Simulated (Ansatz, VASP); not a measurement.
# One calculation of Al5As, two programs

```
Al As
1.0
     5.54150    0.00000    0.00000
    -2.77075    4.79908    0.00000
     0.00000    0.00000    7.82174
Al As
5 1
Direct
  0.00000 0.00000 0.18214
  0.00000 0.00000 0.81786
  0.50000 0.00000 0.50000
  0.00000 0.50000 0.50000
  0.50000 0.50000 0.50000
  0.00000 0.00000 0.50000
```

Alike in both runs: functional PBE; k mesh 3 × 3 × 4; occupations gaussian, width 0.1 eV; no spin polarisation.

Ansatz relaxed the structure, and its values are those at the end. VASP's run is a single point on that final structure, the one shown.

|  | VASP | Ansatz |
| --- | --- | --- |
| version | VASP 6.6.1 | Ansatz 0.2.0 |
| potentials or method | VASP PAW PBE potentials, release 64 (Al, As), cutoff 520 eV | scalar-relativistic, plane waves, PAW |
| valence electrons in the cell | 20 | 30 |

Ansatz gave:

| Item | Value |
| --- | --- |
| gap on the k mesh at the Fermi level (eV) | none |
| pressure (GPa) | 0.0 |
| rms of the force components (eV/Å) | 0.012 |

Problem. What did VASP give for the same quantities?

Solution. gap on the k mesh at the Fermi level (eV): none; pressure (GPa): 0.1; rms of the force components (eV/Å): 0.007.

A gap of «none» marks a metal or a gap that the smearing closes. VASP's potentials hold 20 valence electrons a cell and Ansatz's 30, so a difference there can come from the potentials and not from the codes.

The k mesh is coarse, so the values compare programs but aren't converged.
